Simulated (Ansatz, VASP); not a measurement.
**Two plane-wave programs on Cr**

The input INCAR:

```
SYSTEM = Cr
PREC = Accurate ; ENCUT = 520
EDIFF = 1E-7 ; ISMEAR = -1
SIGMA = 0.05 ; LREAL = .FALSE.
LASPH = .TRUE. ; NELM = 150
ALGO = Normal ; ISIF = 2
LWAVE = .FALSE. ; LCHARG = .FALSE.
ISPIN = 2 ; MAGMOM = 1.01 -1.01
LORBIT = 11 ; LMAXMIX = 4
GGA = PE ; NBANDS = 23
```

The input KPOINTS:

```
Automatic mesh
0
G
  18 18 18
  0 0 0
```

POSCAR

```
Cr
1.0
    2.7867550325      0.0000000000      0.0000000000
    0.0000000000      2.7867550325      0.0000000000
    0.0000000000      0.0000000000      2.7867550325
Cr
2
Direct
    0.0000000000      0.0000000000      0.0000000000
    0.5000000000      0.5000000000      0.5000000000
```

Input for Ansatz:

```yaml
crystal:
  lattice:
    - [2.7867550325, 0.0, 0.0]
    - [0.0, 2.7867550325, 0.0]
    - [0.0, 0.0, 2.7867550325]
  atoms:
    - { symbol: Cr, position: [0.0, 0.0, 0.0], spin: 1.01 }
    - { symbol: Cr, position: [0.5, 0.5, 0.5], spin: -1.01 }
hamiltonian:
  xc: pbe
  pseudopotentials:
    kind: paw
    azcp:
      Cr: "pseudopotentials/Cr.paw.azcp"
basis:
  ecutwfc: 420
  fft_grid_basis: typed
kpoints:
  mp_grid: { grid: [18, 18, 18], shift: [0, 0, 0] }
magnetization:
  spin_polarized: true
scf:
  occupations: { method: fermi_dirac, width: 0.05 }
output:
  stress: true
```

Alike in both runs: task single point; functional PBE; k mesh 18 × 18 × 18; occupations fermi-dirac, width 0.05 eV; collinear spin.

|  | VASP | Ansatz |
| --- | --- | --- |
| version | VASP 6.6.1 | Ansatz 0.2.0 |
| potentials or method | VASP PAW PBE potentials, release 64 (Cr_pv), cutoff 520 eV | plane waves (420 eV) with PAW, scalar-relativistic |
| valence electrons in the cell | 24 | 28 |

|  | VASP | Ansatz | Ansatz less VASP |
| --- | --- | --- | --- |
| pressure (GPa) | 19.5 | 19.3 | -0.22 |
| net moment per atom (μB) | 0.00 | 0.00 | 0.000 |
| size of the moment on the site where the two differ most (μB) | 0.41 | 0.00 | -0.406 |

Site moments also hang on the region over which each program counts them. VASP's potentials hold 24 valence electrons a cell and Ansatz's 28, so a difference there can come from the potentials and not from the codes. Ansatz's warnings: seeded moment not kept.
